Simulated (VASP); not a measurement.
# CaMg2ScC6N6 (Fm-3m) in VASP: further runs

CaMg2ScC6N6 is run at these levels: PBE; tasks: single point.

Program: VASP 6.6.1. These are calculated values, not measurements. Logs are shortened: lines on timing, memory, paths and dates and some standing lists are left out, and cuts for length are marked.

## Step 1: The cell of the first run

Symmetry: Fm-3m, No. 225, cubic system. The conventional cell has a = 10.804 Å, b = 10.804 Å, c = 10.804 Å, α = 90.00°, β = 90.00°, γ = 90.00°. Within 2.9 Å of Ca (site symmetry m-3m) lie 6 N at 2.21 Å. Mg (site symmetry -43m) has 12 N at 3.85 Å and 12 C at 3.88 Å and 4 Ca at 4.68 Å and 4 Sc at 4.68 Å within 5.1 Å. Within 2.7 Å of Sc (site symmetry m-3m) lie 6 C at 2.02 Å. C (site symmetry 4mm) has 1 N at 1.17 Å within 1.6 Å. N (site symmetry 4mm) has 1 C at 1.17 Å within 1.6 Å.

## Step 2: Single point, PBE

The input, INCAR:

```
SYSTEM = CaMg2ScC6N6
PREC     = Accurate       ! precision mode
ENCUT    = 520            ! plane-wave cutoff, eV
EDIFF    = 1E-6           ! SCF threshold, eV
ISMEAR   = 0              ! smearing method
SIGMA    = 0.1            ! smearing width, eV
LREAL    = Auto         
LASPH    = .TRUE.         ! aspherical terms in the spheres
NELM     = 100            ! most SCF steps
ALGO     = Normal         ! electronic algorithm
ISIF     = 2              ! what is computed and relaxed
LWAVE    = .FALSE.        ! write WAVECAR
LCHARG   = .FALSE.        ! write CHGCAR
GGA      = PE             ! functional
NBANDS   = 54             ! bands
```

The input, KPOINTS:

```
Automatic mesh
0
G
  4 4 4
  0 0 0
```

The input, POSCAR:

```
CaMg2ScC6N6
1.0
    0.0000000000      5.4020000000      5.4020000000
    5.4020000000      0.0000000000      5.4020000000
    5.4020000000      5.4020000000      0.0000000000
Ca Mg Sc C N
1 2 1 6 6
Direct
    0.5000000000      0.5000000000      0.5000000000
    0.2500000000      0.2500000000      0.2500000000
    0.7500000000      0.7500000000      0.7500000000
    0.0000000000      0.0000000000      0.0000000000
    0.8128470900      0.1871529100      0.1871529100
    0.1871529100      0.8128470900      0.1871529100
    0.1871529100      0.1871529100      0.8128470900
    0.1871529100      0.8128470900      0.8128470900
    0.8128470900      0.1871529100      0.8128470900
    0.8128470900      0.8128470900      0.1871529100
    0.7045538700      0.2954461300      0.2954461300
    0.2954461300      0.7045538700      0.2954461300
    0.2954461300      0.2954461300      0.7045538700
    0.2954461300      0.7045538700      0.7045538700
    0.7045538700      0.2954461300      0.7045538700
    0.7045538700      0.7045538700      0.2954461300
```

Potentials or basis: VASP PAW PBE potentials, release 64 (Ca_sv, Mg, Sc_sv, C, N).

Run with:

```console
> cat potpaw_PBE.64/Ca_sv/POTCAR potpaw_PBE.64/Mg/POTCAR potpaw_PBE.64/Sc_sv/POTCAR potpaw_PBE.64/C/POTCAR potpaw_PBE.64/N/POTCAR > POTCAR
> mpirun -np 1 vasp_std > vasp.out
```

OUTCAR:

```text
SYSTEM = CaMg2ScC6N6
   PREC = Accurate
   ENCUT = 520
   EDIFF = 1E-6
   ISMEAR = 0
   LREAL = Auto
   LASPH = .TRUE.
   NELM = 100
   ISIF = 2
   GGA = PE

 ion  position               nearest neighbor table
   1  0.500  0.500  0.500-  11 2.21  12 2.21  13 2.21  14 2.21  15 2.21  16 2.21
   2  0.250  0.250  0.250-
   3  0.750  0.750  0.750-
   4  0.000  0.000  0.000-   5 2.02   6 2.02   7 2.02   8 2.02   9 2.02  10 2.02
   5  0.813  0.187  0.187-  11 1.17   4 2.02
   6  0.187  0.813  0.187-  12 1.17   4 2.02
   7  0.187  0.187  0.813-  13 1.17   4 2.02
   8  0.187  0.813  0.813-  14 1.17   4 2.02
   9  0.813  0.187  0.813-  15 1.17   4 2.02
  10  0.813  0.813  0.187-  16 1.17   4 2.02
  11  0.705  0.295  0.295-   5 1.17   1 2.21
  12  0.295  0.705  0.295-   6 1.17   1 2.21
  13  0.295  0.295  0.705-   7 1.17   1 2.21
  14  0.295  0.705  0.705-   8 1.17   1 2.21
  15  0.705  0.295  0.705-   9 1.17   1 2.21
  16  0.705  0.705  0.295-  10 1.17   1 2.21

  LATTYP: Found a face centered cubic cell.
 ALAT       =    10.8040000000

  Lattice vectors:

 A1 = (   0.0000000000,   5.4020000000,   5.4020000000)
 A2 = (   5.4020000000,   0.0000000000,   5.4020000000)
 A3 = (   5.4020000000,   5.4020000000,   0.0000000000)

Analysis of symmetry for initial positions (statically):
=====================================================================
 Subroutine PRICEL returns:
 Original cell was already a primitive cell.

 Routine SETGRP: Setting up the symmetry group for a
 face centered cubic supercell.

 Subroutine GETGRP returns: Found 48 space group operations
 (whereof 48 operations were pure point group operations)
 out of a pool of 48 trial point group operations.

The static configuration has the point symmetry O_h .

Analysis of symmetry for dynamics (positions and initial velocities):
=====================================================================
 Subroutine PRICEL returns:
 Original cell was already a primitive cell.

 Routine SETGRP: Setting up the symmetry group for a
 face centered cubic supercell.

 Subroutine GETGRP returns: Found 48 space group operations
 (whereof 48 operations were pure point group operations)
 out of a pool of 48 trial point group operations.

The dynamic configuration has the point symmetry O_h .
[... 111 lines left out ...]
   LREAL  =      T    real-space projection
   EDIFFG = 0.1E-04   stopping-criterion for IOM
   NSW    =      0    number of steps for IOM
   IBRION =     -1    ionic relax: 0-MD 1-quasi-New 2-CG
   NFREE  =      0    steps in history (QN), initial steepest desc. (CG)
   ISIF   =      2    stress and relaxation
   ISYM   =      2    0-nonsym 1-usesym 2-fastsym
   POTIM  = 0.5000    time-step for ionic-motion
   TEBEG  =    0.0;   TEEND  =   0.0 temperature during run
   PSTRESS=    0.0 pullay stress
   NELECT =      79.0000    total number of electrons
   NUPDOWN=      -1.0000    fix difference up-down
   EMIN   =  10.00;   EMAX   =-10.00  energy-range for DOS
   EFERMI =   0.00;   METHOD = LEGACY
   ISMEAR =     0;   SIGMA  =   0.10  broadening in eV -4-tet -1-fermi 0-gaus
   EFERMI_NEDOS =   21; number of points for ismear=-14 and -15
   IALGO  =     38    algorithm
   IMIX   =      4    mixing-type and parameters
     AMIX     =   0.40;   BMIX     =  1.00
     AMIX_MAG =   1.60;   BMIX_MAG =  1.00
  volume/ion in A,a.u.               =      19.70       132.98
  Fermi-wavevector in a.u.,A,eV,Ry     =   1.032094  1.950375 14.493173  1.065218
  Thomas-Fermi vector in A             =   2.166275
   LORBIT       =      0    0 simple, 1 ext, 2 COOP (PROOUT), +10 PAW based schemes
   GGA     = PE    functional components
   LHFCALC =     F    Hartree Fock is set to
   AEXX    =    0.0000 exact exchange contribution
   IVDW    =     0    specifies the selected vdW correction
   LEPSILON=     F    determine dielectric tensor
   LRPA    =     F    only Hartree local field effects (RPA)
 non-spin polarized calculation
 Gauss-broadening in eV      SIGMA  =   0.10
  energy-cutoff  :      520.00
  volume of cell :      315.28
 maximum number of plane-waves:      8516
 NGX is ok and might be reduce to    60
   NGX = 29   NGY = 29   NGZ = 29

 number of electron      79.0000003 magnetization

 Free energy of the ion-electron system (eV)
  ---------------------------------------------------
  ext. energy  EPLUGINS =         0.00000000
  ---------------------------------------------------
  free energy    TOTEN  =      -110.04919978 eV

  energy without entropy =     -109.98701559  energy(sigma->0) =     -110.01810768

 E-fermi :   0.4934     XC(G=0):  -7.6381

 val. band max:        0.4758473810   @ k =  -0.2500   0.2500   0.0000
 cond. band min:       0.4987179677   @ k =   0.5000   0.2500   0.0000
 fundamental gap:      0.0228705868
 Fermi energy:         0.4934175705

 k-point     1 :       0.0000    0.0000    0.0000
  band No.  band energies     occupation
      1     -47.4195      2.00000
      2     -37.7095      2.00000
      3     -26.3536      2.00000
      4     -26.3536      2.00000
      5     -26.3536      2.00000
      6     -19.2043      2.00000
[... 421 lines left out ...]
     50       4.4662      0.00000
     51       4.4993      0.00000
 [bands above 51 left out]

------------------------ aborting loop because EDIFF is reached ----------------------------------------

  FORCE on cell =-STRESS in cart. coord.  units (eV):
  Direction    XX          YY          ZZ          XY          YZ          ZX
  --------------------------------------------------------------------------------------
  -------------------------------------------------------------------------------------
  Total       28.8787607     28.8787607     28.8787607      0.0000000      0.0000000     -0.0000000
  in kB      146.7558421    146.7558421    146.7558421      0.0000000      0.0000000     -0.0000000
  external PRESSURE =     146.7558421 kB  Pullay stress =       0.0000000 kB

 VOLUME and BASIS-vectors are now :
 -----------------------------------------------------------------------------
  energy-cutoff  :      520.00
  volume of cell :      315.28
      direct lattice vectors                 reciprocal lattice vectors
     0.000000000  5.402000000  5.402000000    -0.092558312  0.092558312  0.092558312
     5.402000000  0.000000000  5.402000000     0.092558312 -0.092558312  0.092558312
     5.402000000  5.402000000  0.000000000     0.092558312  0.092558312 -0.092558312

 POSITION                                       TOTAL-FORCE (eV/Angst)
 -----------------------------------------------------------------------------------
      5.40200      5.40200      5.40200         0.000000      0.000000      0.000000
      2.70100      2.70100      2.70100         0.000000      0.000000      0.000000
      8.10300      8.10300      8.10300         0.000000     -0.000000     -0.000000
      0.00000      0.00000      0.00000         0.000000      0.000000     -0.000000
      2.02200      5.40200      5.40200         3.630577      0.000000      0.000000
      5.40200      2.02200      5.40200         0.000000      3.630577      0.000000
[... 8 lines left out ...]
      5.40200      7.61200      5.40200         0.000000      1.207935      0.000000
      5.40200      5.40200      7.61200         0.000000      0.000000      1.207935
 -----------------------------------------------------------------------------------
    total drift:                               -0.000000     -0.000000      0.000000

  FREE ENERGIE OF THE ION-ELECTRON SYSTEM (eV)
  ---------------------------------------------------
  free  energy   TOTEN  =      -110.0491997779 eV

  energy  without entropy=     -109.9870155850  energy(sigma->0) =     -110.01810768
```

It took 7.2 min on 1 thread of Intel Xeon Platinum 8259CL at 2.50GHz (Skylake/Cascade Lake), shared host; peak memory 0.54 GiB.

Results:

```
Free energy            : -110.0492 eV
Pressure               : 14.7 GPa
Largest force          : 3.631 eV/Å
Band gap on the k mesh : zero (an odd number of electrons rules out a gap without spin polarisation)
```

Forces in eV/Å, atoms in the order of the input:
```
Ca   0.000  0.000  0.000
Mg   0.000  0.000  0.000
Mg   0.000  0.000  0.000
Sc   0.000  0.000  0.000
C    3.631  0.000  0.000
C    0.000  3.631  0.000
C    0.000  0.000  3.631
C   -3.631  0.000  0.000
C    0.000 -3.631  0.000
C    0.000  0.000 -3.631
N   -1.208  0.000  0.000
N    0.000 -1.208  0.000
N    0.000  0.000 -1.208
N    1.208  0.000  0.000
N    0.000  1.208  0.000
N    0.000  0.000  1.208
```

Levels at points of the mesh, in eV from the Fermi level:
| k point | band 37 | band 38 | band 39 | band 40 | band 41 | band 42 | band 43 | band 44 |
| --- | --- | --- | --- | --- | --- | --- | --- | --- |
| (0.00, 0.00, 0.00) | -3.21 | -3.21 | -0.64 | -0.18 | 0.42 | 0.42 | 0.42 | 3.50 |
| (0.50, 0.00, 0.00) | -3.11 | -3.11 | -0.12 | -0.10 | 0.85 | 0.97 | 0.97 | 2.68 |
| (0.50, 0.50, 0.00) | -2.96 | -2.81 | -0.05 | 0.08 | 0.45 | 1.20 | 1.20 | 2.80 |

Caveat: the cell stands under pressure; forces of over 1 eV/Å act on the atoms, so gaps and moduli don't describe the material at rest.

## Step 3: Single point, PBE, collinear spin, ferromagnetic start

The input, INCAR:

```
PREC = Accurate
ENCUT = 520
EDIFF = 1E-7
ISMEAR = 0
SIGMA = 0.1
LREAL = Auto
LASPH = T
NELM = 150
ALGO = Normal
ISIF = 2
LWAVE = F
LCHARG = T
ISPIN = 2
MAGMOM = 0 0 0 0 1 1 1 1 1 1 1 1 1 1 1 1
LORBIT = 11
LMAXMIX = 4
GGA = PE
LELF = T
LVHAR = T
NBANDS = 58
```

The input, KPOINTS:

```
regular mesh
0
Gamma
  4 4 4
```

POSCAR is that of step 2.

Potentials or basis: VASP PAW PBE potentials, release 64 (Ca_sv, Mg, Sc_sv, C, N).

Run with:

```console
> cat potpaw_PBE.64/Ca_sv/POTCAR potpaw_PBE.64/Mg/POTCAR potpaw_PBE.64/Sc_sv/POTCAR potpaw_PBE.64/C/POTCAR potpaw_PBE.64/N/POTCAR > POTCAR
> mpirun -np 1 vasp_std > vasp.out
```

OUTCAR:

```text
PREC = Accurate
   ENCUT = 520
   EDIFF = 1E-7
   ISMEAR = 0
   LREAL = Auto
   LASPH = T
   NELM = 150
   ISIF = 2
   ISPIN = 2
   LORBIT = 11
   GGA = PE

 ion  position               nearest neighbor table
   1  0.500  0.500  0.500-  11 2.21  12 2.21  13 2.21  14 2.21  15 2.21  16 2.21
   2  0.250  0.250  0.250-
   3  0.750  0.750  0.750-
   4  0.000  0.000  0.000-   5 2.02   6 2.02   7 2.02   8 2.02   9 2.02  10 2.02
   5  0.813  0.187  0.187-  11 1.17   4 2.02
   6  0.187  0.813  0.187-  12 1.17   4 2.02
   7  0.187  0.187  0.813-  13 1.17   4 2.02
   8  0.187  0.813  0.813-  14 1.17   4 2.02
[... 1120 lines left out ...]
      8.10300      8.10300      8.10300        -0.000000     -0.000000     -0.000000
      0.00000      0.00000      0.00000        -0.000000      0.000000     -0.000000
      2.02200      5.40200      5.40200         3.635805      0.000000     -0.000000
      5.40200      2.02200      5.40200        -0.000000      3.635805     -0.000000
[... 8 lines left out ...]
      5.40200      7.61200      5.40200        -0.000000      1.213851     -0.000000
      5.40200      5.40200      7.61200        -0.000000      0.000000      1.213851
 -----------------------------------------------------------------------------------
    total drift:                               -0.000000     -0.000000      0.000000

  FREE ENERGIE OF THE ION-ELECTRON SYSTEM (eV)
  ---------------------------------------------------
  free  energy   TOTEN  =      -110.1347283630 eV

  energy  without entropy=     -110.1023018003  energy(sigma->0) =     -110.11851508

 total charge

# of ion       s       p       d       tot
------------------------------------------
    1        2.059   5.943   0.359   8.362
    2        0.316   0.004   0.001   0.320
    3        0.316   0.004   0.001   0.320
    4        2.341   6.571   1.426  10.338
    5        0.997   1.658   0.000   2.655
    6        0.997   1.658   0.000   2.655
[... 8 lines left out ...]
   15        1.333   2.563   0.000   3.896
   16        1.333   2.563   0.000   3.896
--------------------------------------------------
tot         19.011  37.851   1.786  58.648

 magnetization (x)

# of ion       s       p       d       tot
------------------------------------------
    1        0.000  -0.000   0.000   0.000
    2       -0.107  -0.000  -0.000  -0.107
    3       -0.107  -0.000  -0.000  -0.107
    4       -0.000  -0.001  -0.001  -0.002
    5       -0.000  -0.002   0.000  -0.003
    6       -0.000  -0.002   0.000  -0.003
[... 8 lines left out ...]
   15       -0.000  -0.006   0.000  -0.007
   16       -0.000  -0.006   0.000  -0.007
--------------------------------------------------
tot         -0.219  -0.054  -0.001  -0.273
```

OSZICAR:

```text
N       E                     dE             d eps       ncg     rms          rms(c)
DAV:   1     0.744776797402E+03    0.74478E+03   -0.33091E+04  1864   0.120E+03
DAV:   2    -0.287284806598E+02   -0.77351E+03   -0.72854E+03  2248   0.324E+02
DAV:   3    -0.122891699287E+03   -0.94163E+02   -0.91715E+02  2896   0.123E+02
DAV:   4    -0.128606588284E+03   -0.57149E+01   -0.56381E+01  3056   0.323E+01
DAV:   5    -0.128817354070E+03   -0.21077E+00   -0.20985E+00  2952   0.388E+00    0.359E+01
DAV:   6    -0.110447377254E+03    0.18370E+02   -0.45126E+01  2664   0.255E+01    0.174E+01
DAV:   7    -0.110181745236E+03    0.26563E+00   -0.60699E+00  2572   0.106E+01    0.848E+00
DAV:   8    -0.110153929738E+03    0.27815E-01   -0.11569E+00  2856   0.600E+00    0.398E+00
DAV:   9    -0.110129476372E+03    0.24453E-01   -0.15017E-01  2756   0.217E+00    0.150E+00
DAV:  10    -0.110130932114E+03   -0.14557E-02   -0.39381E-02  2748   0.101E+00    0.392E-01
DAV:  11    -0.110133788401E+03   -0.28563E-02   -0.65173E-03  2394   0.340E-01    0.204E-01
DAV:  12    -0.110134420891E+03   -0.63249E-03   -0.14976E-03  2680   0.218E-01    0.985E-02
DAV:  13    -0.110134694667E+03   -0.27378E-03   -0.38318E-04  2296   0.879E-02    0.370E-02
DAV:  14    -0.110134708868E+03   -0.14201E-04   -0.87892E-05  2574   0.463E-02    0.159E-02
DAV:  15    -0.110134723452E+03   -0.14584E-04   -0.16740E-05  2428   0.186E-02    0.720E-03
DAV:  16    -0.110134727787E+03   -0.43348E-05   -0.62037E-06  2380   0.876E-03    0.327E-03
DAV:  17    -0.110134728325E+03   -0.53849E-06   -0.10712E-06  1996   0.344E-03    0.150E-03
DAV:  18    -0.110134728363E+03   -0.37619E-07   -0.25715E-07  1856   0.223E-03
   1 F= -.11013473E+03 E0= -.11011852E+03  d E =-.324266E-01  mag=    -1.0003
```

stdout:

```text
POSCAR found type information on POSCAR CaMgScC N
 POSCAR found :  5 types and      16 ions
 scaLAPACK will be used
 LDA part: xc-table for (Slater+PW92), standard interpolation
 POSCAR, INCAR and KPOINTS ok, starting setup
 FFT: planning ... GRIDC
 FFT: planning ... GRID_SOFT
 FFT: planning ... GRID
 WAVECAR not read
 entering main loop
```

It took 17 min on 1 thread of Intel Xeon Platinum 8259CL at 2.50GHz (Skylake/Cascade Lake), shared host; peak memory 0.77 GiB.

Results:

- Free energy: -110.1347 eV
- Pressure: 14.7 GPa
- Largest force: 3.636 eV/Å
- Band gap on the k mesh: zero (filled and empty bands overlap)
- Net moment: -1.00 μB per cell
- Site moments: Ca +0.00; Mg -0.11; Sc -0.00; C -0.00; N -0.01 μB
- Valence electrons inside the program's atomic spheres: Ca 8.36; Mg 0.32; Sc 10.34; C 2.65; N 3.90

Forces in eV/Å, atoms in the order of the input:
```
Ca   0.000  0.000  0.000
Mg   0.000  0.000  0.000
Mg   0.000  0.000  0.000
Sc   0.000  0.000  0.000
C    3.636  0.000  0.000
C    0.000  3.636  0.000
C    0.000  0.000  3.636
C   -3.636  0.000  0.000
C    0.000 -3.636  0.000
C    0.000  0.000 -3.636
N   -1.214  0.000  0.000
N    0.000 -1.214  0.000
N    0.000  0.000 -1.214
N    1.214  0.000  0.000
N    0.000  1.214  0.000
N    0.000  0.000  1.214
```

Caveat: the cell stands under pressure; forces of over 1 eV/Å act on the atoms, so gaps and moduli don't describe the material at rest.

The gap in the log of VASP goes by the Fermi energy; the results here count the filled bands.